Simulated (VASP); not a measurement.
Write the native input for VASP 6.6.1 that does the following.

```yaml
Task: single point
Functional: PBE
Potentials_or_basis: VASP PAW PBE potentials, release 64 (Mg_sv, O)
Cutoff: 840 eV
k_mesh: 8 × 8 × 8
Occupations: fermi-dirac, width 0.03 eV
Spin: no spin polarisation
Dipole_correction: no
Further_INCAR_settings: ALGO = Normal; EDIFF = 1e-06; NBANDS = 15
```

The structure of MgO lies in POSCAR:

```
MgO
1.0
    0.0000000000      2.1052100000      2.1052100000
    2.1052100000      0.0000000000      2.1052100000
    2.1052100000      2.1052100000      0.0000000000
Mg O
1 1
Direct
    0.0000000000      0.0000000000      0.0000000000
    0.5000000000      0.5000000000      0.5000000000
```

The input as run:

INCAR

```
  ALGO = Normal
  EDIFF = 1E-6
  ENCUT = 840
  GGA = PE
  GGA_COMPAT = False
  ISIF = 2
  ISMEAR = -1
  LASPH = True
  LCHARG = False
  LREAL = False
  LWAVE = False
  NBANDS = 15
  NELM = 120
  PREC = Accurate
  SIGMA = 0.03
```

KPOINTS

```
k-points
0
Gamma
  8 8 8
```

Potentials or basis: VASP PAW PBE potentials, release 64 (Mg_sv, O).

Command:

```sh
$ cat potpaw_PBE.64/Mg_sv/POTCAR potpaw_PBE.64/O/POTCAR > POTCAR
$ mpirun -np 1 vasp_std > vasp.out
```

It gave:

```yaml
Pressure: 5.0 GPa
Band_gap_on_the_k_mesh: 4.75 eV
```

Caveat: the cell stands under pressure.

Wall time 14 s on 1 thread of Intel(R) Xeon(R) Platinum 8375C CPU @ 2.90GHz (Ice Lake), on a shared host, peak memory 0.16 GiB.
